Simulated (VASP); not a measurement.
Here is a VASP 6.6.1 calculation.

The input INCAR:

```
PREC = Accurate
ENCUT = 520
EDIFF = 1E-7
ISMEAR = 0
SIGMA = 0.1
LREAL = False
LASPH = True
NELM = 150
ALGO = Normal
ISIF = 2
LWAVE = False
LCHARG = False
ISPIN = 2
MAGMOM = 0 3 3
LORBIT = 11
LMAXMIX = 6
GGA = PE
NBANDS = 35
```

Contents of KPOINTS:

```
regular mesh
0
Gamma
  6 6 4
```

The input POSCAR:

```
YbCr2
1.0
    3.6508510400      0.0000000000      0.0000000000
   -1.8254255200      3.1617297500      0.0000000000
    0.0000000000      0.0000000000      4.5504627100
Yb Cr
1 2
Direct
    0.0000000000      0.0000000000      0.0000000000
    0.6666666700      0.3333333300      0.5000000000
    0.3333333300      0.6666666700      0.5000000000
```

Potentials or basis: VASP PAW PBE potentials, release 64 (Yb, Cr_pv).

Run with:

```bash
$ cat potpaw_PBE.64/Yb/POTCAR potpaw_PBE.64/Cr_pv/POTCAR > POTCAR
$ mpirun -np 1 vasp_std > vasp.out
```

Estimate the net moment.

0.13 μB per cell.

Predict the site moments.

Yb +0.11; Cr +0.00 μB.

Estimate the pressure.

2.7 GPa.

Stress tensor (GPa, compression positive):
```
2.26 0.00 0.00
0.00 2.26 0.00
0.00 0.00 3.65
```

 The state reached can hang on the start; a lower one may exist.
